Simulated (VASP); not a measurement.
ZnCu, 2 atoms in the cell. The structure is trigonal, space group R-3m (No. 166). Conventional cell: a = 3.535 Å, b = 3.535 Å, c = 6.438 Å, α = 90.00°, β = 90.00°, γ = 120.00°. Within 3.0 Å of Zn (site symmetry -3m) lie 6 Cu at 2.31 Å and 6 Zn at 2.96 Å. Cu (site symmetry -3m) has 6 Zn at 2.31 Å and 6 Cu at 2.96 Å within 3.0 Å. 

- Program: VASP 6.6.1
- Task: single point
- Functional: PBE
- Potentials or basis: VASP PAW PBE potentials, release 64 (Zn, Cu)
- Cutoff: 520 eV
- k mesh: 16 × 16 × 16
- Occupations: gaussian, width 0.15 eV
- Spin: no spin polarisation
- Dipole correction: no
- Further INCAR settings: ALGO = Fast; EDIFF = 1e-06; NBANDS = 18

Potentials or basis: VASP PAW PBE potentials, release 64 (Zn, Cu).

Command:

```console
$ cat potpaw_PBE.64/Zn/POTCAR potpaw_PBE.64/Cu/POTCAR > POTCAR
$ mpirun -np 1 vasp_std > vasp.out
```

Hardware: 1 thread of Intel Xeon 6975P-C, with other jobs on the host.

**Question.** Estimate the wall time of this run.

**Answer.** Wall time 95 s on 1 thread of Intel Xeon 6975P-C, with other jobs on the host, peak memory 0.3 GiB. Counts: scf iterations 15, k points 417.
